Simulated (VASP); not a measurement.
# GaN (Cmc2_1) in VASP: a series of runs

The runs below take GaN through single point, with PBE.

All numbers are computed with VASP 6.6.1; they aren't measurements. Logs are shortened: lines on timing, memory, paths and dates and some standing lists are left out, and cuts for length are marked.

## (1) The cell of the first run

The structure is orthorhombic, space group Cmc2_1 (No. 36). Conventional cell: a = 3.025 Å, b = 5.574 Å, c = 5.243 Å, α = 90.00°, β = 90.00°, γ = 90.00°. Ga (site symmetry m) has 4 N at 1.89 to 1.98 Å within 2.5 Å. Within 2.5 Å of N (site symmetry m) lie 4 Ga at 1.89 to 1.98 Å.

## (2) Single point, PBE (strain -0.0600 x Voigt [1, 0, 0, 0, 0, 0])

File INCAR:

```
SYSTEM = GaN
PREC = Accurate ; ENCUT = 520
EDIFF = 1E-7 ; ISMEAR = 0
SIGMA = 0.05 ; LREAL = .FALSE.
LASPH = .TRUE. ; NELM = 80
ALGO = Normal ; ISIF = 2
LWAVE = .FALSE. ; LCHARG = .FALSE.
GGA = PE ; NBANDS = 26
```

File KPOINTS:

```
Automatic mesh
0
G
  12 12 6
  0 0 0
```

File POSCAR:

```
GaN
1.0
    3.0253231814      0.0000000000      0.0000000000
   -1.5126615907      2.7872412019      0.0000000000
    0.0000000000      0.0000000000      5.2430304702
Ga N
2 2
Direct
    0.3333333333      0.6666666667      0.9991316875
    0.6666666667      0.3333333333      0.4991316875
    0.3333333333      0.6666666667      0.3758683125
    0.6666666667      0.3333333333      0.8758683125
```

Potentials or basis: VASP PAW PBE potentials, release 64 (Ga_d, N).

Command:

```bash
$ cat potpaw_PBE.64/Ga_d/POTCAR potpaw_PBE.64/N/POTCAR > POTCAR
$ mpirun -np 1 vasp_std > vasp.out
```

OUTCAR:

```text
SYSTEM = GaN
   PREC = Accurate
   ENCUT = 520
   EDIFF = 1E-7
   ISMEAR = 0
   LREAL = .FALSE.
   LASPH = .TRUE.
   NELM = 80
   ISIF = 2
   GGA = PE

 ion  position               nearest neighbor table
   1  0.333  0.667  0.999-   4 1.89   4 1.89   4 1.97   3 1.98
   2  0.667  0.333  0.499-   3 1.89   3 1.89   3 1.97   4 1.98
   3  0.333  0.667  0.376-   2 1.89   2 1.89   2 1.97   1 1.98
   4  0.667  0.333  0.876-   1 1.89   1 1.89   1 1.97   2 1.98

  LATTYP: Found a base centered orthorhombic cell.
 ALAT       =     3.0253231814
 B/A-ratio  =     1.8426072421
 C/A-ratio  =     1.7330480599

  Lattice vectors:

 A1 = (   1.5126615907,  -2.7872412019,   0.0000000000)
 A2 = (   1.5126615907,   2.7872412019,   0.0000000000)
 A3 = (   0.0000000000,   0.0000000000,   5.2430304702)

Analysis of symmetry for initial positions (statically):
=====================================================================
 Subroutine PRICEL returns:
 Original cell was already a primitive cell.

 Routine SETGRP: Setting up the symmetry group for a
 base centered orthorhombic supercell.

 Subroutine GETGRP returns: Found  4 space group operations
 (whereof  2 operations were pure point group operations)
 out of a pool of  8 trial point group operations.

The static configuration has the point symmetry C_1h.
 The point group associated with its full space group is C_2v.

Analysis of symmetry for dynamics (positions and initial velocities):
=====================================================================
 Subroutine PRICEL returns:
 Original cell was already a primitive cell.

 Routine SETGRP: Setting up the symmetry group for a
 base centered orthorhombic supercell.

 Subroutine GETGRP returns: Found  4 space group operations
 (whereof  2 operations were pure point group operations)
 out of a pool of  8 trial point group operations.

The dynamic configuration has the point symmetry C_1h.
 The point group associated with its full space group is C_2v.

 Subroutine INISYM returns: Found  4 space group operations
 (whereof  2 operations are pure point group operations),
 and found     1 'primitive' translations

----------------------------------------------------------------------------------------

                                     Primitive cell

  volume of cell :      44.2108

  direct lattice vectors                    reciprocal lattice vectors
[... 83 lines left out ...]
   ISTART =      0    job   : 0-new  1-cont  2-samecut
   ICHARG =      2    charge: 1-file 2-atom 10-const
   ISPIN  =      1    spin polarized calculation?
   LNONCOLLINEAR =      F non collinear calculations
   LSORBIT =      F    spin-orbit coupling
   LASPH  =      T    aspherical Exc in radial PAW
   ENCUT  =  520.0 eV  38.22 Ry    6.18 a.u.   5.63  5.90  9.75*2*pi/ulx,y,z
   NELM   =     80;   NELMIN=  2; NELMDL= -5     # of ELM steps
   EDIFF  = 0.1E-06   stopping-criterion for ELM
   LREAL  =      F    real-space projection
   EDIFFG = 0.1E-05   stopping-criterion for IOM
   NSW    =      0    number of steps for IOM
   IBRION =     -1    ionic relax: 0-MD 1-quasi-New 2-CG
   NFREE  =      0    steps in history (QN), initial steepest desc. (CG)
   ISIF   =      2    stress and relaxation
   ISYM   =      2    0-nonsym 1-usesym 2-fastsym
   POTIM  = 0.5000    time-step for ionic-motion
   TEBEG  =    0.0;   TEEND  =   0.0 temperature during run
   PSTRESS=    0.0 pullay stress
   NELECT =      36.0000    total number of electrons
   NUPDOWN=      -1.0000    fix difference up-down
   EMIN   =  10.00;   EMAX   =-10.00  energy-range for DOS
   EFERMI =   0.00;   METHOD = LEGACY
   ISMEAR =     0;   SIGMA  =   0.05  broadening in eV -4-tet -1-fermi 0-gaus
   EFERMI_NEDOS =   21; number of points for ismear=-14 and -15
   IALGO  =     38    algorithm
   IMIX   =      4    mixing-type and parameters
     AMIX     =   0.40;   BMIX     =  1.00
     AMIX_MAG =   1.60;   BMIX_MAG =  1.00
  volume/ion in A,a.u.               =      11.05        74.59
  Fermi-wavevector in a.u.,A,eV,Ry     =   1.528737  2.888894 31.797314  2.337037
  Thomas-Fermi vector in A             =   2.636454
   LORBIT       =      0    0 simple, 1 ext, 2 COOP (PROOUT), +10 PAW based schemes
   GGA     = PE    functional components
   LHFCALC =     F    Hartree Fock is set to
   AEXX    =    0.0000 exact exchange contribution
   IVDW    =     0    specifies the selected vdW correction
   LEPSILON=     F    determine dielectric tensor
   LRPA    =     F    only Hartree local field effects (RPA)
 non-spin polarized calculation
 Gauss-broadening in eV      SIGMA  =   0.05
  energy-cutoff  :      520.00
  volume of cell :       44.21
 maximum number of plane-waves:      1214
   NGX = 11   NGY = 11   NGZ = 19

 number of electron      35.9999971 magnetization

 Free energy of the ion-electron system (eV)
  ---------------------------------------------------
  ext. energy  EPLUGINS =         0.00000000
  ---------------------------------------------------
  free energy    TOTEN  =       -24.09582302 eV

  energy without entropy =      -24.09582302  energy(sigma->0) =      -24.09582302

 E-fermi :   6.1152     XC(G=0): -11.8488

 val. band max:        5.8847145198   @ k =   0.0000   0.0000   0.0000
 cond. band min:       7.7071491550   @ k =   0.0000   0.0000   0.0000
 fundamental gap:      1.8224346352
 Fermi energy:         6.1152049674

 k-point     1 :       0.0000    0.0000    0.0000
  band No.  band energies     occupation
      1     -10.6004      2.00000
      2      -9.6120      2.00000
      3      -7.8070      2.00000
      4      -7.8023      2.00000
      5      -7.7746      2.00000
      6      -7.7340      2.00000
[... 685 lines left out ...]
     25      18.4405      0.00000
     26      18.9385      0.00000

 [... further k-points ...]
[... 5 lines left out ...]
  --------------------------------------------------------------------------------------
  -------------------------------------------------------------------------------------
  Total        7.7573319      1.8827563      1.1235548      0.0000000      0.0000000      0.0000000
  in kB      281.1216189     68.2300956     40.7170321      0.0000000      0.0000000      0.0000000
  external PRESSURE =     130.0229156 kB  Pullay stress =       0.0000000 kB

 VOLUME and BASIS-vectors are now :
 -----------------------------------------------------------------------------
  energy-cutoff  :      520.00
  volume of cell :       44.21
      direct lattice vectors                 reciprocal lattice vectors
     3.025323181  0.000000000  0.000000000     0.330543198  0.179388852  0.000000000
    -1.512661591  2.787241202  0.000000000     0.000000000  0.358777704  0.000000000
     0.000000000  0.000000000  5.243030470     0.000000000  0.000000000  0.190729389

 POSITION                                       TOTAL-FORCE (eV/Angst)
 -----------------------------------------------------------------------------------
     -0.00000      1.85816      5.23848         0.000000      0.602407      0.399791
      1.51266      0.92908      2.61696        -0.000000     -0.602407      0.399791
     -0.00000      1.85816      1.97069         0.000000      0.682468     -0.399791
      1.51266      0.92908      4.59220         0.000000     -0.682468     -0.399791
 -----------------------------------------------------------------------------------
    total drift:                               -0.000000     -0.000000     -0.000759

  FREE ENERGIE OF THE ION-ELECTRON SYSTEM (eV)
  ---------------------------------------------------
  free  energy   TOTEN  =       -24.0958230249 eV

  energy  without entropy=      -24.0958230249  energy(sigma->0) =      -24.09582302
```

OSZICAR:

```text
N       E                     dE             d eps       ncg     rms          rms(c)
DAV:   1     0.280610794809E+03    0.28061E+03   -0.17627E+04  9762   0.261E+03
DAV:   2     0.823435180580E+01   -0.27238E+03   -0.25664E+03  9672   0.494E+02
DAV:   3    -0.270470167595E+02   -0.35281E+02   -0.34795E+02 10498   0.144E+02
DAV:   4    -0.282289760039E+02   -0.11820E+01   -0.11767E+01 10684   0.282E+01
DAV:   5    -0.282542929289E+02   -0.25317E-01   -0.25286E-01 10936   0.399E+00    0.111E+01
DAV:   6    -0.240103703832E+02    0.42439E+01   -0.10228E+01 14802   0.507E+01    0.308E+00
DAV:   7    -0.241146937934E+02   -0.10432E+00   -0.15233E+00  9548   0.917E+00    0.275E+00
DAV:   8    -0.241089836223E+02    0.57102E-02   -0.14148E-01 14216   0.537E+00    0.725E-01
DAV:   9    -0.240952598807E+02    0.13724E-01   -0.50660E-02 14794   0.390E+00    0.308E-01
DAV:  10    -0.240959035184E+02   -0.64364E-03   -0.34736E-03  9482   0.468E-01    0.610E-02
DAV:  11    -0.240958160443E+02    0.87474E-04   -0.65251E-04 13052   0.466E-01    0.256E-02
DAV:  12    -0.240958203047E+02   -0.42604E-05   -0.70867E-05 10078   0.827E-02    0.668E-03
DAV:  13    -0.240958230648E+02   -0.27601E-05   -0.11081E-05 11514   0.241E-02    0.343E-03
DAV:  14    -0.240958230249E+02    0.39908E-07   -0.79854E-07  9834   0.762E-03
   1 F= -.24095823E+02 E0= -.24095823E+02  d E =-.192744E-13
```

stdout:

```text
POSCAR found type information on POSCAR GaN
 POSCAR found :  2 types and       4 ions
 scaLAPACK will be used
 LDA part: xc-table for (Slater+PW92), standard interpolation
 POSCAR, INCAR and KPOINTS ok, starting setup
 FFT: planning ... GRIDC
 FFT: planning ... GRID_SOFT
 FFT: planning ... GRID
 WAVECAR not read
 entering main loop
```

Run time: 1.8 min. Hardware: 1 thread of Intel Xeon 6975P-C, shared host; peak memory 0.28 GiB.

What came out:

```
Free energy            : -24.0958 eV
Pressure               : 13.0 GPa
Largest force          : 0.791 eV/Å
Band gap on the k mesh : 1.82 eV, direct
```

Forces on the atoms (eV/Å):
```
Ga   0.000  0.602  0.400
Ga   0.000 -0.602  0.400
N    0.000  0.682 -0.400
N    0.000 -0.682 -0.400
```

Levels at points of the mesh, in eV from the valence-band top:
```
           k point  band 15  band 16  band 17  band 18  band 19  band 20  band 21  band 22
(0.00, 0.00, 0.00)    -0.95    -0.32    -0.32     0.00     1.82     4.45     8.90     9.87
(0.50, 0.00, 0.00)    -4.38    -3.15    -2.45    -1.43     4.81     5.29     5.83     8.61
(0.00, 0.50, 0.00)    -4.73    -2.48    -2.47    -0.93     5.50     5.93     5.97     8.28
(0.00, 0.00, 0.50)    -0.82    -0.82    -0.49    -0.49     4.28     4.28     8.22     8.22
(0.50, 0.00, 0.50)    -2.38    -2.38    -2.18    -2.18     4.13     4.13     7.59     7.59
(0.00, 0.50, 0.50)    -2.35    -2.35    -1.76    -1.76     4.36     4.36     8.06     8.06
```

Caveat: the cell differs from its parent crystal (strain -0.0600 x Voigt [1, 0, 0, 0, 0, 0]).

## (3) Single point, PBE (strain -0.0450 x Voigt [1, 0, 0, 0, 0, 0])

File INCAR:

```
ALGO = Normal
EDIFF = 1E-6
ENCUT = 520
GGA = PE
ISIF = 2
ISMEAR = 0
LASPH = T
LCHARG = T
LELF = T
LREAL = F
LVHAR = T
LWAVE = F
NBANDS = 26
NELM = 100
PREC = Accurate
SIGMA = 0.05
```

File KPOINTS:

```
k-points
0
Gamma
  12 12 6
```

POSCAR: that of step 2 with these lines changed.

```diff
@@ -2,4 +2,4 @@
 1.0
-    3.0253231814      0.0000000000      0.0000000000
-   -1.5126615907      2.7872412019      0.0000000000
+    3.0735996152      0.0000000000      0.0000000000
+   -1.5367998076      2.7872412019      0.0000000000
     0.0000000000      0.0000000000      5.2430304702
```

Potentials or basis: VASP PAW PBE potentials, release 64 (Ga_d, N).

Command:

```bash
$ cat potpaw_PBE.64/Ga_d/POTCAR potpaw_PBE.64/N/POTCAR > POTCAR
$ mpirun -np 1 vasp_std > vasp.out
```

Run time: 2.5 min. Hardware: 1 thread of Intel Xeon 6975P-C, shared host; peak memory 0.28 GiB.

The run converged. Its results:

```yaml
Free_energy: -24.2017 eV
Pressure: 9.2 GPa
Largest_force: 0.545 eV/Å
Band_gap_on_the_k_mesh: 1.82 eV, direct
```

Forces in eV/Å, atoms in the order of the input:
```
Ga   0.000  0.412  0.272
Ga   0.000 -0.412  0.272
N    0.000  0.473 -0.272
N    0.000 -0.473 -0.272
```

Stress tensor (GPa, compression positive):
```
19.95  0.00  0.00
 0.00  4.83  0.00
 0.00  0.00  2.95
```

Levels at points of the mesh, in eV from the valence-band top:
```
           k point  band 16  band 17  band 18  band 19  band 20  band 21
(0.00, 0.00, 0.00)    -0.24    -0.23     0.00     1.82     4.38     8.95
(0.50, 0.00, 0.00)    -3.01    -2.36    -1.30     4.86     5.33     5.87
(0.00, 0.50, 0.00)    -2.52    -2.37    -0.94     5.64     5.69     5.83
(0.00, 0.00, 0.50)    -0.72    -0.49    -0.49     4.25     4.25     8.26
(0.50, 0.00, 0.50)    -2.24    -2.08    -2.08     4.18     4.18     7.60
(0.00, 0.50, 0.50)    -2.20    -1.79    -1.79     4.38     4.38     7.91
```

Caveat: the cell differs from its parent crystal (strain -0.0450 x Voigt [1, 0, 0, 0, 0, 0]).

## (4) Single point, PBE (strain -0.0300 x Voigt [1, 0, 0, 0, 0, 0])

File INCAR:

```
SYSTEM = GaN
PREC = Accurate
ENCUT = 520
EDIFF = 1E-7
ISMEAR = 0
SIGMA = 0.05
LREAL = .FALSE.
LASPH = .TRUE.
NELM = 80
ALGO = Normal
ISIF = 2
LWAVE = .FALSE.
LCHARG = .FALSE.
GGA = PE
NBANDS = 26
```

File KPOINTS:

```
regular mesh
0
G
  12 12 6
  0 0 0
```

POSCAR: that of step 3 with these lines changed.

```diff
@@ -2,4 +2,4 @@
 1.0
-    3.0735996152      0.0000000000      0.0000000000
-   -1.5367998076      2.7872412019      0.0000000000
+    3.1218760489      0.0000000000      0.0000000000
+   -1.5609380245      2.7872412019      0.0000000000
     0.0000000000      0.0000000000      5.2430304702
```

Command:

```bash
$ cat potpaw_PBE.64/Ga_d/POTCAR potpaw_PBE.64/N/POTCAR > POTCAR
$ mpirun -np 1 vasp_std > vasp.out
```

Wall time 2.6 min (1 thread of Intel Xeon 6975P-C, shared host); peak memory 0.29 GiB.

It converged, with:

```
Free energy            : -24.2735 eV
Pressure               : 5.8 GPa
Largest force          : 0.334 eV/Å
Band gap on the k mesh : 1.80 eV, direct
```

Forces in eV/Å, atoms in the order of the input:
```
Ga   0.000  0.249  0.164
Ga   0.000 -0.249  0.164
N    0.000  0.291 -0.164
N    0.000 -0.291 -0.164
```

Stress tensor (GPa, compression positive):
```
12.58  0.00  0.00
 0.00  3.04  0.00
 0.00  0.00  1.91
```

Levels at points of the mesh, in eV from the valence-band top:
| k point | band 16 | band 17 | band 18 | band 19 | band 20 | band 21 |
| --- | --- | --- | --- | --- | --- | --- |
| (0.00, 0.00, 0.00) | -0.16 | -0.14 | 0.00 | 1.80 | 4.30 | 8.98 |
| (0.50, 0.00, 0.00) | -2.87 | -2.27 | -1.18 | 4.91 | 5.36 | 5.91 |
| (0.00, 0.50, 0.00) | -2.56 | -2.27 | -0.95 | 5.45 | 5.68 | 5.76 |
| (0.00, 0.00, 0.50) | -0.64 | -0.50 | -0.50 | 4.20 | 4.20 | 8.29 |
| (0.50, 0.00, 0.50) | -2.11 | -1.99 | -1.99 | 4.23 | 4.23 | 7.60 |
| (0.00, 0.50, 0.50) | -2.07 | -1.82 | -1.82 | 4.38 | 4.38 | 7.77 |

Caveat: the cell differs from its parent crystal (strain -0.0300 x Voigt [1, 0, 0, 0, 0, 0]).

## (5) The runs side by side

| cell | gap on the mesh (eV) | pressure (GPa) | largest force (eV/Å) |
| --- | --- | --- | --- |
| a = 3.025, b = 3.171, c = 5.243 Å, angles 90.0, 90.0, 118.5°, 4 atoms | 1.82 | 13.0 | 0.79 |
| a = 3.074, b = 3.183, c = 5.243 Å, angles 90.0, 90.0, 118.9°, 4 atoms | 1.82 | 9.2 | 0.55 |
| a = 3.122, b = 3.195, c = 5.243 Å, angles 90.0, 90.0, 119.3°, 4 atoms | 1.80 | 5.8 | 0.33 |

Alike in all rows: task single point; level PBE; potentials or basis VASP PAW PBE potentials, release 64 (Ga_d, N); no spin polarisation; k mesh 12 × 12 × 6; cutoff (eV) 520; smearing gaussian 0.05 eV.

Total energies depend on the potentials used, so only differences within one code and one set of settings carry meaning.
